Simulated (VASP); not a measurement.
# Te2Pt (m.Ae) in VASP: single point with PBE

Aim: the single point of Te2Pt (m.Ae) with PBE.

All numbers are computed with VASP 6.6.1; they aren't measurements. Logs are shortened: lines on timing, memory, paths and dates and some standing lists are left out, and cuts for length are marked.

### Step 1. The cell of the first run

The cell holds a sheet with vacuum, 3 atoms: a = 3.974 Å, b = 3.974 Å, c = 18.817 Å, α = 90.00°, β = 90.00°, γ = 120.00°.

### Step 2. Single point, PBE

Contents of INCAR:

```
SYSTEM = Te2Pt
PREC = Accurate ; ENCUT = 400
EDIFF = 1E-6 ; ISMEAR = 0
SIGMA = 0.03 ; LREAL = .FALSE.
LASPH = .TRUE. ; NELM = 120
ALGO = Normal ; ISIF = 2
LWAVE = .FALSE. ; LCHARG = .FALSE.
LDIPOL = .TRUE. ; IDIPOL = 3
DIPOL = 0.5 0.5 0.500 ; GGA = PE
NBANDS = 18 ; GGA_COMPAT = .FALSE.
NELMDL = -8
```

Contents of KPOINTS:

```
regular mesh
0
G
  12 12 1
  0 0 0
```

Contents of POSCAR:

```
Te2Pt
1.0
    3.9737939362      0.0000000000      0.0000000000
   -1.9868969681      3.4414064981      0.0000000000
    0.0000000000      0.0000000000     18.8165203324
Te Pt
2 1
Direct
    0.3333333333      0.6666666667      0.4251583108
    0.6666666667      0.3333333333      0.5748416892
    0.0000000000      0.0000000000      0.5000000000
```

Potentials or basis: VASP PAW PBE potentials, release 64 (Te, Pt).

Command:

```bash
$ cat potpaw_PBE.64/Te/POTCAR potpaw_PBE.64/Pt/POTCAR > POTCAR
$ mpirun -np 1 vasp_std > vasp.out
```

OUTCAR:

```text
SYSTEM = Te2Pt
   PREC = Accurate
   ENCUT = 400
   EDIFF = 1E-6
   ISMEAR = 0
   LREAL = .FALSE.
   LASPH = .TRUE.
   NELM = 120
   ISIF = 2
   GGA = PE
   NELMDL = -8

 ion  position               nearest neighbor table
   1  0.333  0.667  0.425-   3 2.69   3 2.69   3 2.69   2 3.63   2 3.63   2 3.63
   2  0.667  0.333  0.575-   3 2.69   3 2.69   3 2.69   1 3.63   1 3.63   1 3.63
   3  0.000  0.000  0.500-   1 2.69   2 2.69   1 2.69   2 2.69   2 2.69   1 2.69

  LATTYP: Found a hexagonal cell.
 ALAT       =     3.9737939362
 C/A-ratio  =     4.7351525103

  Lattice vectors:

 A1 = (   3.9737939362,   0.0000000000,   0.0000000000)
 A2 = (  -1.9868969681,   3.4414064981,   0.0000000000)
 A3 = (   0.0000000000,   0.0000000000,  18.8165203324)

Analysis of symmetry for initial positions (statically):
=====================================================================
 Subroutine PRICEL returns:
 Original cell was already a primitive cell.

 Routine SETGRP: Setting up the symmetry group for a
 hexagonal supercell.

 Subroutine GETGRP returns: Found 12 space group operations
 (whereof 12 operations were pure point group operations)
 out of a pool of 24 trial point group operations.

The static configuration has the point symmetry D_3d.

Analysis of symmetry for dynamics (positions and initial velocities):
=====================================================================
 Subroutine PRICEL returns:
 Original cell was already a primitive cell.

 Routine SETGRP: Setting up the symmetry group for a
 hexagonal supercell.

 Subroutine GETGRP returns: Found 12 space group operations
 (whereof 12 operations were pure point group operations)
 out of a pool of 24 trial point group operations.

The dynamic configuration has the point symmetry D_3d.

 Subroutine INISYM returns: Found 12 space group operations
 (whereof 12 operations are pure point group operations),
 and found     1 'primitive' translations

----------------------------------------------------------------------------------------

                                     Primitive cell

  volume of cell :     257.3242

  direct lattice vectors                    reciprocal lattice vectors
     3.973793936  0.000000000  0.000000000     0.251648680  0.145289433  0.000000000
[... 85 lines left out ...]
   NSW    =      0    number of steps for IOM
   IBRION =     -1    ionic relax: 0-MD 1-quasi-New 2-CG
   NFREE  =      0    steps in history (QN), initial steepest desc. (CG)
   ISIF   =      2    stress and relaxation
   ISYM   =      2    0-nonsym 1-usesym 2-fastsym
   POTIM  = 0.5000    time-step for ionic-motion
   TEBEG  =    0.0;   TEEND  =   0.0 temperature during run
   PSTRESS=    0.0 pullay stress
   NELECT =      22.0000    total number of electrons
   NUPDOWN=      -1.0000    fix difference up-down
   EMIN   =  10.00;   EMAX   =-10.00  energy-range for DOS
   EFERMI =   0.00;   METHOD = LEGACY
   ISMEAR =     0;   SIGMA  =   0.03  broadening in eV -4-tet -1-fermi 0-gaus
   EFERMI_NEDOS =   21; number of points for ismear=-14 and -15
   IALGO  =     38    algorithm
   IMIX   =      4    mixing-type and parameters
     AMIX     =   0.40;   BMIX     =  1.00
     AMIX_MAG =   1.60;   BMIX_MAG =  1.00
  volume/ion in A,a.u.               =      85.77       578.84
  Fermi-wavevector in a.u.,A,eV,Ry     =   0.721200  1.362870  7.076784  0.520129
  Thomas-Fermi vector in A             =   1.810847
   LORBIT       =      0    0 simple, 1 ext, 2 COOP (PROOUT), +10 PAW based schemes
   GGA     = PE    functional components
   LHFCALC =     F    Hartree Fock is set to
   AEXX    =    0.0000 exact exchange contribution
   IVDW    =     0    specifies the selected vdW correction
   LEPSILON=     F    determine dielectric tensor
   LRPA    =     F    only Hartree local field effects (RPA)
 non-spin polarized calculation
 Gauss-broadening in eV      SIGMA  =   0.03
  energy-cutoff  :      400.00
  volume of cell :      257.32
 maximum number of plane-waves:      4729
 NGX is ok and might be reduce to    28
   NGX = 13   NGY = 13   NGZ = 61

 number of electron      22.0000003 magnetization

 dipolmoment           0.000000      0.000000     -0.000000 electrons x Angstroem

 Free energy of the ion-electron system (eV)
  ---------------------------------------------------
  ext. energy  EPLUGINS =         0.00000000
  ---------------------------------------------------
  free energy    TOTEN  =       -13.47772885 eV

  energy without entropy =      -13.47772885  energy(sigma->0) =      -13.47772885

 E-fermi :  -0.8535     XC(G=0):  -3.7654

 val. band max:       -0.9777116529   @ k =   0.0000   0.0000   0.0000
 cond. band min:      -0.3187917678   @ k =   0.2500   0.2500   0.0000
 fundamental gap:      0.6589198851
 Fermi energy:        -0.8535000269

 k-point     1 :       0.0000    0.0000    0.0000
  band No.  band energies     occupation
      1     -13.9371      2.00000
      2     -11.9828      2.00000
      3      -6.2125      2.00000
      4      -6.1219      2.00000
      5      -6.1219      2.00000
      6      -4.4062      2.00000
[... 376 lines left out ...]
      5      -6.0576      2.00000
      6      -4.7437      2.00000
[... 10 lines left out ...]
     17       6.1415      0.00000
     18       6.5127      0.00000

------------------------ aborting loop because EDIFF is reached ----------------------------------------

 vacuum level on the upper side and lower side of the slab       (xc-potential included)        -0.148        -0.148

  FORCE on cell =-STRESS in cart. coord.  units (eV):
  Direction    XX          YY          ZZ          XY          YZ          ZX
  --------------------------------------------------------------------------------------
  -------------------------------------------------------------------------------------
  Total        0.9593913      0.9593913      0.1613535     -0.0000000      0.0000000      0.0000000
  in kB        5.9734567      5.9734567      1.0046352     -0.0000000      0.0000000      0.0000000
  external PRESSURE =       4.3171829 kB  Pullay stress =       0.0000000 kB

 VOLUME and BASIS-vectors are now :
 -----------------------------------------------------------------------------
  energy-cutoff  :      400.00
  volume of cell :      257.32
      direct lattice vectors                 reciprocal lattice vectors
     3.973793936  0.000000000  0.000000000     0.251648680  0.145289433  0.000000000
    -1.986896968  3.441406498  0.000000000     0.000000000  0.290578867  0.000000000
     0.000000000  0.000000000 18.816520332     0.000000000  0.000000000  0.053144789

 POSITION                                       TOTAL-FORCE (eV/Angst)
 -----------------------------------------------------------------------------------
     -0.00000      2.29427      8.00000        -0.000000      0.000000     -0.064592
      1.98690      1.14714     10.81652         0.000000      0.000000      0.064592
      0.00000      0.00000      9.40826         0.000000      0.000000      0.000000
 -----------------------------------------------------------------------------------
    total drift:                               -0.000000      0.000000     -0.000000

  FREE ENERGIE OF THE ION-ELECTRON SYSTEM (eV)
  ---------------------------------------------------
  free  energy   TOTEN  =       -13.4777288520 eV

  energy  without entropy=      -13.4777288520  energy(sigma->0) =      -13.47772885

 vacuum level on the upper side and lower side of the slab         3.583         3.583
```

OSZICAR:

```text
N       E                     dE             d eps       ncg     rms          rms(c)
DAV:   1     0.133378010199E+03    0.13338E+03   -0.63316E+03   684   0.725E+02
DAV:   2    -0.243126766337E+01   -0.13581E+03   -0.12976E+03   966   0.145E+02
DAV:   3    -0.137097848762E+02   -0.11279E+02   -0.11205E+02   784   0.509E+01
[... 17 lines left out ...]
DAV:  21    -0.134777209698E+02   -0.54369E-05   -0.39348E-07   678   0.380E-03    0.239E-03
DAV:  22    -0.134777239675E+02   -0.29977E-05   -0.14626E-07   706   0.128E-03    0.278E-03
DAV:  23    -0.134777267762E+02   -0.28087E-05   -0.13247E-07   632   0.282E-03    0.270E-04
DAV:  24    -0.134777285382E+02   -0.17620E-05   -0.42480E-08   610   0.795E-04    0.744E-04
DAV:  25    -0.134777288520E+02   -0.31381E-06   -0.85383E-09   642   0.684E-04
   1 F= -.13477729E+02 E0= -.13477729E+02  d E =-.843695E-11
```

Wall time 64 s (1 thread of Intel Xeon 6975P-C (Granite Rapids), shared host); peak memory 0.32 GiB.

Results:

```
Free energy            : -13.4777 eV
Largest force          : 0.065 eV/Å
Band gap on the k mesh : 0.66 eV, indirect (least direct gap 1.24 eV)
```

Forces on the atoms (eV/Å):
```
Te   0.000  0.000 -0.065
Te   0.000  0.000  0.065
Pt   0.000  0.000  0.000
```

Levels at points of the mesh, in eV from the valence-band top:
```
           k point  band 9  band 10  band 11  band 12  band 13  band 14
(0.00, 0.00, 0.00)   -0.80     0.00     0.00     2.35     2.35     3.74
(0.50, 0.00, 0.00)   -2.68    -2.07    -1.77     1.62     2.03     3.10
```

Caveat: spin-orbit coupling is left out, which moves the levels of the heavy elements.
